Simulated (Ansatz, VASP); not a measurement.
## Ta3N in VASP and in Ansatz

INCAR

```
SYSTEM = Ta3N
PREC     = Accurate       ! precision mode
ENCUT    = 520            ! plane-wave cutoff, eV
EDIFF    = 1E-7           ! SCF threshold, eV
ISMEAR   = 0              ! smearing method
SIGMA    = 0.15           ! smearing width, eV
LREAL    = .False.        ! projectors in reciprocal space
LASPH    = .True.         ! aspherical terms in the spheres
NELM     = 80             ! most SCF steps
ALGO     = Normal         ! electronic algorithm
ISIF     = 2              ! what is computed and relaxed
LWAVE    = .False.        ! write WAVECAR
LCHARG   = .True.         ! write CHGCAR
GGA      = PE             ! functional
LELF     = .True.         ! ELF
LVHAR    = .True.       
NBANDS   = 27             ! bands
```

The input KPOINTS:

```
Automatic mesh
0
Gamma
  18 18 6
  0 0 0
```

Contents of POSCAR:

```
Ta3N
1.0
    3.0217748255      0.0000000000      0.0000000000
   -1.5108874128      2.6169337634      0.0000000000
    0.0000000000      0.0000000000      7.5575881873
Ta N
3 1
Direct
    0.0000000000      0.0000000000      0.5000000000
    0.3486037092      0.6972074185      0.1815476399
    0.6666666667      0.3333333333      0.8264049453
    0.0000000000      0.0000000000      0.0000000000
```

Input for Ansatz:

```yaml
crystal:
  lattice:
    - [3.0217748255, 0.0, 0.0]
    - [-1.5108874128, 2.6169337634, 0.0]
    - [0.0, 0.0, 7.5575881873]
  atoms:
    - { symbol: Ta, position: [0.0, 0.0, 0.5] }
    - { symbol: Ta, position: [0.3486037092, 0.6972074185, 0.1815476399] }
    - { symbol: Ta, position: [0.6666666667, 0.3333333333, 0.8264049453] }
    - { symbol: "N", position: [0.0, 0.0, 0.0] }
basis:
  ecutwfc: 420
kpoints:
  mp_grid: { grid: [18, 18, 6] }
hamiltonian:
  xc: pbe
scf:
  occupations: { method: gaussian, width: 0.15 }
output:
  forces: true
  stress: true
  eigenvalues: true
```

Alike in both runs: task single point; functional PBE; k mesh 18 × 18 × 6; occupations gaussian, width 0.15 eV; no spin polarisation.

```csv
,VASP,Ansatz
version,VASP 6.6.1,Ansatz 0.2.0
potentials or method,"VASP PAW PBE potentials, release 64 (Ta_pv, N), cutoff 520 eV","scalar-relativistic, plane waves, PAW"
valence electrons in the cell,38,44
```

```csv
,VASP,Ansatz,Ansatz less VASP
gap on the k mesh at the Fermi level (eV),none,none,-
pressure (GPa),-0.3,-0.6,-0.28
"traceless stress, the component that is largest in VASP (GPa)",-1.34,-1.32,+0.013
rms of the force components (eV/Å),0.328,0.338,+0.0103
```

Atom by atom the forces differ by 0.019 eV/Å (rms over components). A gap of «none» marks a metal or a gap that the smearing closes. VASP's potentials hold 38 valence electrons a cell and Ansatz's 44, so a difference there can come from the potentials and not from the codes.

Neither program's run includes spin-orbit coupling.
